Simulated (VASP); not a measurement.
Wanted: the native input for a VASP 6.6.1 run.

- Task: single point
- Functional: PBE
- Potentials or basis: VASP PAW PBE potentials, release 64 (In_d, Sb)
- Cutoff: 520 eV
- k mesh: 10 × 10 × 10
- Occupations: gaussian, width 0.15 eV
- Spin: no spin polarisation
- Dipole correction: no
- Further INCAR settings: ALGO = Normal; EDIFF = 1e-07; NBANDS = 22

The structure of InSb3 lies in POSCAR:

```
InSb3
1.0
    4.9122648575      0.0000000000      0.0000000000
    0.0000000000      4.9122648575      0.0000000000
    0.0000000000      0.0000000000      4.6229324574
In Sb
1 3
Direct
    0.0000000000      0.0000000000      0.0000000000
    0.5000000000      0.0000000000      0.5000000000
    0.0000000000      0.5000000000      0.5000000000
    0.5000000000      0.5000000000      0.0000000000
```

This cell differs from its parent crystal: volume 27.888 Å^3 an atom, c/a of the conventional cell 0.9411.

One way to write it, as run:

INCAR

```
SYSTEM = InSb3
PREC     = Accurate       ! precision mode
ENCUT    = 520            ! plane-wave cutoff, eV
EDIFF    = 1E-7           ! SCF threshold, eV
ISMEAR   = 0              ! smearing method
SIGMA    = 0.15           ! smearing width, eV
LREAL    = .FALSE.        ! projectors in reciprocal space
LASPH    = .TRUE.         ! aspherical terms in the spheres
NELM     = 60             ! most SCF steps
ALGO     = Normal         ! electronic algorithm
ISIF     = 2              ! what is computed and relaxed
LWAVE    = .FALSE.        ! write WAVECAR
LCHARG   = .FALSE.        ! write CHGCAR
GGA      = PE             ! functional
NBANDS   = 22             ! bands
```

KPOINTS

```
regular mesh
0
G
  10 10 10
  0 0 0
```

Potentials or basis: VASP PAW PBE potentials, release 64 (In_d, Sb).

The run is started by

```bash
$ cat potpaw_PBE.64/In_d/POTCAR potpaw_PBE.64/Sb/POTCAR > POTCAR
$ mpirun -np 1 vasp_std > vasp.out
```

Results of the run:

- Pressure: -0.1 GPa
- Band gap on the k mesh: zero (band 14 reaches 10.81 eV, above the bottom of band 15 at 6.63 eV)

Caveat: spin-orbit coupling is left out, which moves the levels of the heavy elements.

It took 110 s on 1 thread of Intel(R) Xeon(R) 6975P-C (Granite Rapids), on a shared host, peak memory 0.43 GiB.
